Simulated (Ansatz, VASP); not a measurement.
# One calculation of NaB4, two programs

```xyz
5
Lattice="4.1095 0.0000 0.0000 0.0000 4.1095 0.0000 0.0000 0.0000 3.7026" Properties=species:S:1:pos:R:3 pbc="T T T"
Na    0.0000    0.0000    1.2527
B     0.8567    2.0547    3.1042
B     3.2528    2.0547    3.1042
B     2.0547    0.8567    3.1042
B     2.0547    3.2528    3.1042
```

Alike in both runs: functional PBE; k mesh 4 × 4 × 5; occupations gaussian, width 0.2 eV; no spin polarisation.

Ansatz relaxed the structure, and its values are those at the end. VASP's run is a single point on that final structure, the one shown.

|  | VASP | Ansatz |
| --- | --- | --- |
| version | VASP 6.6.1 | Ansatz 0.2.0 |
| potentials or method | VASP PAW PBE potentials, release 64 (Na_pv, B), cutoff 500 eV | scalar-relativistic, plane waves, PAW |
| valence electrons in the cell | 19 | 21 |

|  | VASP | Ansatz | Ansatz less VASP |
| --- | --- | --- | --- |
| gap on the k mesh at the Fermi level (eV) | none | none | - |
| pressure (GPa) | -0.2 | -0.2 | -0.01 |
| rms of the force components (eV/Å) | 0.041 | 0.038 | -0.0031 |

A gap of «none» marks a metal or a gap that the smearing closes. VASP's potentials hold 19 valence electrons a cell and Ansatz's 21, so a difference there can come from the potentials and not from the codes.

The k mesh is coarse, so the values compare programs but aren't converged.
